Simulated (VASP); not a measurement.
A run of VASP 6.6.1 is set up as follows.

Contents of INCAR:

```
  PREC = Accurate
  ENCUT = 520
  EDIFF = 1E-6
  ISMEAR = 0
  SIGMA = 0.05
  LREAL = False
  LASPH = True
  NELM = 100
  ALGO = Normal
  ISIF = 2
  LWAVE = False
  LCHARG = False
  GGA = PE
  NBANDS = 16
```

Contents of KPOINTS:

```
Automatic mesh
0
Gamma
  9 9 6
```

POSCAR

```
MgO
1.0
    3.1197997655      0.0000000000      0.0000000000
   -1.5598998828      2.7018258517      0.0000000000
    0.0000000000      0.0000000000      5.7834848054
Mg O
2 2
Direct
    0.3333333333      0.6666666667      0.0160814757
    0.6666666667      0.3333333333      0.5160814757
    0.3333333333      0.6666666667      0.3982811987
    0.6666666667      0.3333333333      0.8982811987
```

Potentials or basis: VASP PAW PBE potentials, release 64 (Mg, O).

Command:

```sh
$ cat potpaw_PBE.64/Mg/POTCAR potpaw_PBE.64/O/POTCAR > POTCAR
$ mpirun -np 1 vasp_std > vasp.out
```

Question: What does it give for the band gap on the k mesh?

Answer: 3.26 eV, direct.

Question: Estimate the largest force.

Answer: 0.701 eV/Å.

Stress tensor (GPa, compression positive):
```
 14.00   0.00   0.00
  0.00  14.00   0.00
  0.00   0.00 -16.26
```

 A k mesh can miss the band edges.
